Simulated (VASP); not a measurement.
# SbTe2O (P4mm) in VASP: single point with PBE

Aim: the single point of SbTe2O with PBE.

All numbers are computed with VASP 6.6.1; they aren't measurements. Logs are shortened: lines on timing, memory, paths and dates and some standing lists are left out, and cuts for length are marked.

## Step 1: The cell of the first run

It takes space group P4mm (No. 99, tetragonal). Conventional cell: a = 4.908 Å, b = 4.908 Å, c = 5.531 Å, α = 90.00°, β = 90.00°, γ = 90.00°. Sb (site symmetry 4mm) has 4 Te at 2.46 Å within 3.2 Å. Within 3.2 Å of Te (site symmetry 2mm) lie 2 Sb at 2.46 Å and 2 O at 2.55 Å. O (site symmetry 4mm) has 4 Te at 2.55 Å within 3.4 Å.

## Step 2: Single point, PBE

The input, INCAR:

```
PREC     = Accurate       # precision mode
ENCUT    = 520            # plane-wave cutoff, eV
EDIFF    = 1E-6           # SCF threshold, eV
ISMEAR   = 0              # smearing method
SIGMA    = 0.1            # smearing width, eV
LREAL    = F              # projectors in reciprocal space
LASPH    = T              # aspherical terms in the spheres
NELM     = 100            # most SCF steps
ALGO     = Normal         # electronic algorithm
ISIF     = 2              # what is computed and relaxed
LWAVE    = F              # write WAVECAR
LCHARG   = T              # write CHGCAR
GGA      = PE             # functional
LELF     = T              # ELF
LVHAR    = T            
NBANDS   = 20             # bands
```

The input, KPOINTS:

```
regular mesh
0
Gamma
  4 4 4
```

The input, POSCAR:

```
SbTe2O
1.0
    4.9083128500      0.0000000000      0.0000000000
    0.0000000000      4.9083128500      0.0000000000
    0.0000000000      0.0000000000      5.5311200300
Sb Te O
1 2 1
Direct
    0.0000000000      0.0000000000      0.2364152100
    0.5000000000      0.0000000000      0.2030584200
    0.0000000000      0.5000000000      0.2030584200
    0.5000000000      0.5000000000      0.0806110800
```

Potentials or basis: VASP PAW PBE potentials, release 64 (Sb, Te, O).

Started as:

```
cat potpaw_PBE.64/Sb/POTCAR potpaw_PBE.64/Te/POTCAR potpaw_PBE.64/O/POTCAR > POTCAR
mpirun -np 1 vasp_std > vasp.out
```

OUTCAR:

```text
PREC = Accurate
   ENCUT = 520
   EDIFF = 1E-6
   ISMEAR = 0
   LREAL = F
   LASPH = T
   NELM = 100
   ISIF = 2
   GGA = PE

 ion  position               nearest neighbor table
   1  0.000  0.000  0.236-   2 2.46   3 2.46   3 2.46   2 2.46
   2  0.500  0.000  0.203-   1 2.46   1 2.46   4 2.55   4 2.55   3 3.47   3 3.47   3 3.47   3 3.47

   3  0.000  0.500  0.203-   1 2.46   1 2.46   4 2.55   4 2.55   2 3.47   2 3.47   2 3.47   2 3.47

   4  0.500  0.500  0.081-   2 2.55   3 2.55   2 2.55   3 2.55

  LATTYP: Found a simple tetragonal cell.
 ALAT       =     4.9083128500
 C/A-ratio  =     1.1268882402

  Lattice vectors:

 A1 = (   4.9083128500,   0.0000000000,   0.0000000000)
 A2 = (   0.0000000000,   4.9083128500,   0.0000000000)
 A3 = (   0.0000000000,   0.0000000000,   5.5311200300)

Analysis of symmetry for initial positions (statically):
=====================================================================
 Subroutine PRICEL returns:
 Original cell was already a primitive cell.

 Routine SETGRP: Setting up the symmetry group for a
 simple tetragonal supercell.

 Subroutine GETGRP returns: Found  8 space group operations
 (whereof  8 operations were pure point group operations)
 out of a pool of 16 trial point group operations.

The static configuration has the point symmetry C_4v.

Analysis of symmetry for dynamics (positions and initial velocities):
=====================================================================
 Subroutine PRICEL returns:
 Original cell was already a primitive cell.

 Routine SETGRP: Setting up the symmetry group for a
 simple tetragonal supercell.

 Subroutine GETGRP returns: Found  8 space group operations
 (whereof  8 operations were pure point group operations)
 out of a pool of 16 trial point group operations.

The dynamic configuration has the point symmetry C_4v.

 Subroutine INISYM returns: Found  8 space group operations
 (whereof  8 operations are pure point group operations),
 and found     1 'primitive' translations

----------------------------------------------------------------------------------------

                                     Primitive cell

  volume of cell :     133.2532

  direct lattice vectors                    reciprocal lattice vectors
     4.908312850  0.000000000  0.000000000     0.203735995  0.000000000  0.000000000
     0.000000000  4.908312850  0.000000000     0.000000000  0.203735995  0.000000000
     0.000000000  0.000000000  5.531120030     0.000000000  0.000000000  0.180795209

  length of vectors
     4.908312850  4.908312850  5.531120030     0.203735995  0.203735995  0.180795209

  position of ions in fractional coordinates (direct lattice)
     0.000000000  0.000000000  0.236415210
     0.500000000  0.000000000  0.203058420
     0.000000000  0.500000000  0.203058420
     0.500000000  0.500000000  0.080611080

  ion indices of the primitive-cell ions
   primitive index   ion index
                 1           1
                 2           2
                 3           3
                 4           4

----------------------------------------------------------------------------------------

 KPOINTS: regular mesh

Automatic generation of k-mesh.
 Grid dimensions read from file:
 generate k-points for:    4    4    4

 Generating k-lattice:

  Cartesian coordinates                     Fractional coordinates (reciprocal lattice)
     0.050933999  0.000000000  0.000000000     0.250000000  0.000000000  0.000000000
     0.000000000  0.050933999  0.000000000     0.000000000  0.250000000  0.000000000
     0.000000000  0.000000000  0.045198802     0.000000000  0.000000000  0.250000000

  Length of vectors
     0.050933999  0.050933999  0.045198802

  Shift w.r.t. Gamma in fractional coordinates (k-lattice)
     0.000000000  0.000000000  0.000000000

 Subroutine IBZKPT returns following result:
 ===========================================

 Found     18 irreducible k-points:

 Following reciprocal coordinates:
            Coordinates               Weight
  0.000000  0.000000  0.000000      1.000000
  0.250000  0.000000  0.000000      4.000000
  0.500000  0.000000  0.000000      2.000000
  0.250000  0.250000  0.000000      4.000000
  0.500000  0.250000  0.000000      4.000000
  0.500000  0.500000  0.000000      1.000000
[... 10 lines left out ...]
  0.500000  0.250000  0.500000      4.000000
  0.500000  0.500000  0.500000      1.000000
   k-points           NKPTS =     18   k-points in BZ     NKDIM =     18   number of bands    NBANDS=     20
   number of dos      NEDOS =    301   number of ions     NIONS =      4
   total plane-waves  NPLWV =  67200
   dimension x,y,z NGX =    40 NGY =   40 NGZ =   42
   dimension x,y,z NGXF=    80 NGYF=   80 NGZF=   84
   ions per type =               1   2   1
   NGX,Y,Z   is equivalent  to a cutoff of  13.55, 13.55, 12.62 a.u.
   NGXF,Y,Z  is equivalent  to a cutoff of  27.10, 27.10, 25.25 a.u.
 SYSTEM =  unknown system
   PREC   = accura    normal or accurate (medium, high low for compatibility)
   ISTART =      0    job   : 0-new  1-cont  2-samecut
   ICHARG =      2    charge: 1-file 2-atom 10-const
   ISPIN  =      1    spin polarized calculation?
   LNONCOLLINEAR =      F non collinear calculations
   LSORBIT =      F    spin-orbit coupling
   LASPH  =      T    aspherical Exc in radial PAW
   ENCUT  =  520.0 eV  38.22 Ry    6.18 a.u.   9.13  9.13 10.28*2*pi/ulx,y,z
   NELM   =    100;   NELMIN=  2; NELMDL= -5     # of ELM steps
   EDIFF  = 0.1E-05   stopping-criterion for ELM
   LREAL  =      F    real-space projection
   EDIFFG = 0.1E-04   stopping-criterion for IOM
   NSW    =      0    number of steps for IOM
   IBRION =     -1    ionic relax: 0-MD 1-quasi-New 2-CG
   NFREE  =      0    steps in history (QN), initial steepest desc. (CG)
   ISIF   =      2    stress and relaxation
   ISYM   =      2    0-nonsym 1-usesym 2-fastsym
   POTIM  = 0.5000    time-step for ionic-motion
   TEBEG  =    0.0;   TEEND  =   0.0 temperature during run
   PSTRESS=    0.0 pullay stress
   NELECT =      23.0000    total number of electrons
   NUPDOWN=      -1.0000    fix difference up-down
   EMIN   =  10.00;   EMAX   =-10.00  energy-range for DOS
   EFERMI =   0.00;   METHOD = LEGACY
   ISMEAR =     0;   SIGMA  =   0.10  broadening in eV -4-tet -1-fermi 0-gaus
   EFERMI_NEDOS =   21; number of points for ismear=-14 and -15
   IALGO  =     38    algorithm
   IMIX   =      4    mixing-type and parameters
     AMIX     =   0.40;   BMIX     =  1.00
     AMIX_MAG =   1.60;   BMIX_MAG =  1.00
  volume/ion in A,a.u.               =      33.31       224.81
  Fermi-wavevector in a.u.,A,eV,Ry     =   0.911503  1.722492 11.304242  0.830838
  Thomas-Fermi vector in A             =   2.035790
   LORBIT       =      0    0 simple, 1 ext, 2 COOP (PROOUT), +10 PAW based schemes
   GGA     = PE    functional components
   LHFCALC =     F    Hartree Fock is set to
   AEXX    =    0.0000 exact exchange contribution
   IVDW    =     0    specifies the selected vdW correction
   LEPSILON=     F    determine dielectric tensor
   LRPA    =     F    only Hartree local field effects (RPA)
 non-spin polarized calculation
 Gauss-broadening in eV      SIGMA  =   0.10
  energy-cutoff  :      520.00
  volume of cell :      133.25
 maximum number of plane-waves:      3624
 NGX is ok and might be reduce to    40
   NGX = 19   NGY = 19   NGZ = 21

 number of electron      22.9999995 magnetization

 Free energy of the ion-electron system (eV)
  ---------------------------------------------------
  ext. energy  EPLUGINS =         0.00000000
  ---------------------------------------------------
  free energy    TOTEN  =       -10.15478017 eV

  energy without entropy =      -10.14265326  energy(sigma->0) =      -10.14871672

 E-fermi :   3.7949     XC(G=0):  -7.6127

 val. band max:        3.7537821370   @ k =   0.2500   0.2500   0.0000
 cond. band min:       4.2985873160   @ k =   0.2500   0.2500   0.5000
 fundamental gap:      0.5448051790
 Fermi energy:         3.7949193011

 k-point     1 :       0.0000    0.0000    0.0000
  band No.  band energies     occupation
      1     -13.8813      2.00000
      2     -10.7429      2.00000
      3      -6.9918      2.00000
      4      -4.0064      2.00000
      5      -4.0064      2.00000
      6      -1.4817      2.00000
[... 12 lines left out ...]
     19      11.5761      0.00000
     20      12.0027      0.00000

 k-point     2 :       0.2500    0.0000    0.0000
  band No.  band energies     occupation
      1     -13.7781      2.00000
      2     -10.6714      2.00000
      3      -7.9295      2.00000
      4      -4.0736      2.00000
      5      -3.7434      2.00000
      6      -1.2062      2.00000
[... 12 lines left out ...]
     19      10.8839      0.00000
     20      10.9402      0.00000

 k-point     3 :       0.5000    0.0000    0.0000
  band No.  band energies     occupation
      1     -13.6642      2.00000
      2     -10.5792      2.00000
      3      -8.6374      2.00000
      4      -4.4417      2.00000
      5      -3.3744      2.00000
      6      -1.3870      2.00000
[... 12 lines left out ...]
     19      11.9205      0.00000
     20      12.1324      0.00000

 k-point     4 :       0.2500    0.2500    0.0000
  band No.  band energies     occupation
      1     -13.6951      2.00000
      2     -10.4762      2.00000
      3      -8.3521      2.00000
      4      -6.1016      2.00000
      5      -1.4721      2.00000
      6      -1.0856      2.00000
[... 291 lines left out ...]
 k-point    17 :       0.5000    0.2500    0.5000
  band No.  band energies     occupation
      1     -13.6048      2.00000
      2     -10.1710      2.00000
      3      -8.8597      2.00000
      4      -6.8916      2.00000
      5      -1.0434      2.00000
      6      -0.5646      2.00000
[... 12 lines left out ...]
     19      10.9104      0.00000
     20      11.4897      0.00000

 k-point    18 :       0.5000    0.5000    0.5000
  band No.  band energies     occupation
      1     -13.5433      2.00000
      2      -9.0801      2.00000
      3      -9.0801      2.00000
      4      -8.8280      2.00000
      5      -0.3596      2.00000
      6       0.2542      2.00000
[... 12 lines left out ...]
     19      11.7943      0.00000
     20      11.7943      0.00000

------------------------ aborting loop because EDIFF is reached ----------------------------------------

  FORCE on cell =-STRESS in cart. coord.  units (eV):
  Direction    XX          YY          ZZ          XY          YZ          ZX
  --------------------------------------------------------------------------------------
  -------------------------------------------------------------------------------------
  Total       26.8178124     26.8178124     -1.0926551      0.0000000      0.0000000      0.0000000
  in kB      322.4455406    322.4455406    -13.1376031      0.0000000      0.0000000      0.0000000
  external PRESSURE =     210.5844927 kB  Pullay stress =       0.0000000 kB

 VOLUME and BASIS-vectors are now :
 -----------------------------------------------------------------------------
  energy-cutoff  :      520.00
  volume of cell :      133.25
      direct lattice vectors                 reciprocal lattice vectors
     4.908312850  0.000000000  0.000000000     0.203735995  0.000000000  0.000000000
     0.000000000  4.908312850  0.000000000     0.000000000  0.203735995  0.000000000
     0.000000000  0.000000000  5.531120030     0.000000000  0.000000000  0.180795209

 POSITION                                       TOTAL-FORCE (eV/Angst)
 -----------------------------------------------------------------------------------
      0.00000      0.00000      1.30764        -0.000000     -0.000000      1.618530
      2.45416      0.00000      1.12314        -0.000000     -0.000000     -1.703641
      0.00000      2.45416      1.12314        -0.000000     -0.000000     -1.703641
      2.45416      2.45416      0.44587         0.000000      0.000000      1.788752
 -----------------------------------------------------------------------------------
    total drift:                                0.000000     -0.000000     -0.000500

  FREE ENERGIE OF THE ION-ELECTRON SYSTEM (eV)
  ---------------------------------------------------
  free  energy   TOTEN  =       -10.1547801724 eV

  energy  without entropy=      -10.1426532633  energy(sigma->0) =      -10.14871672
```

Run time: 44 s. Hardware: 1 thread of AMD EPYC 7R13 (Zen 3), shared host; peak memory 0.23 GiB.

Results:

- Free energy: -10.1548 eV
- Pressure: 21.1 GPa
- Largest force: 1.789 eV/Å

Forces on the atoms (eV/Å):
```
Sb   0.000  0.000  1.619
Te   0.000  0.000 -1.704
Te   0.000  0.000 -1.704
O    0.000  0.000  1.789
```

Caveat: spin-orbit coupling is left out, which moves the levels of the heavy elements; this functional lacks dispersion, which binds the layers, so the pressure and a relaxed spacing across them are unreliable; an odd number of electrons without spin polarisation forces a metal; a magnetic or distorted state may lie lower.
